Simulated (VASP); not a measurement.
A run of VASP 6.6.1 is set up as follows.

Contents of INCAR:

```
SYSTEM = SrZr2O3
PREC = Accurate
ENCUT = 600
EDIFF = 1E-6
ISMEAR = 0
SIGMA = 0.15
LREAL = .FALSE.
LASPH = .TRUE.
NELM = 120
ALGO = Normal
ISIF = 2
LWAVE = .FALSE.
LCHARG = .FALSE.
GGA = PE
NBANDS = 35
GGA_COMPAT = .FALSE.
```

The input KPOINTS:

```
regular mesh
0
G
  4 4 2
  0 0 0
```

POSCAR

```
SrZr2O3
1.0
    3.2174956245      0.0000000000      0.0000000000
   -1.6087478123      2.7864329474      0.0000000000
    0.0000000000      0.0000000000      9.0600440204
Sr Zr O
1 2 3
Direct
    0.0000000000      0.0000000000      0.0000000000
    0.6666666667      0.3333333333      0.6683682376
    0.6666666667      0.3333333333      0.3316317624
    0.0000000000      0.0000000000      0.5000000000
    0.3333333333      0.6666666667      0.1856517450
    0.3333333333      0.6666666667      0.8143482550
```

Potentials or basis: VASP PAW PBE potentials, release 64 (Sr_sv, Zr_sv, O).

Launch:

```sh
$ cat potpaw_PBE.64/Sr_sv/POTCAR potpaw_PBE.64/Zr_sv/POTCAR potpaw_PBE.64/O/POTCAR > POTCAR
$ mpirun -np 1 vasp_std > vasp.out
```

What does it give for the pressure?

0.2 GPa.

What does it give for the largest force?

0.055 eV/Å.

Forces in eV/Å, atoms in the order of the input:
```
Sr   0.000  0.000  0.000
Zr   0.000  0.000  0.055
Zr   0.000  0.000 -0.055
O    0.000  0.000  0.000
O    0.000  0.000  0.014
O    0.000  0.000 -0.014
```

Caveat: the k points lie up to 0.56 Å⁻¹ apart.
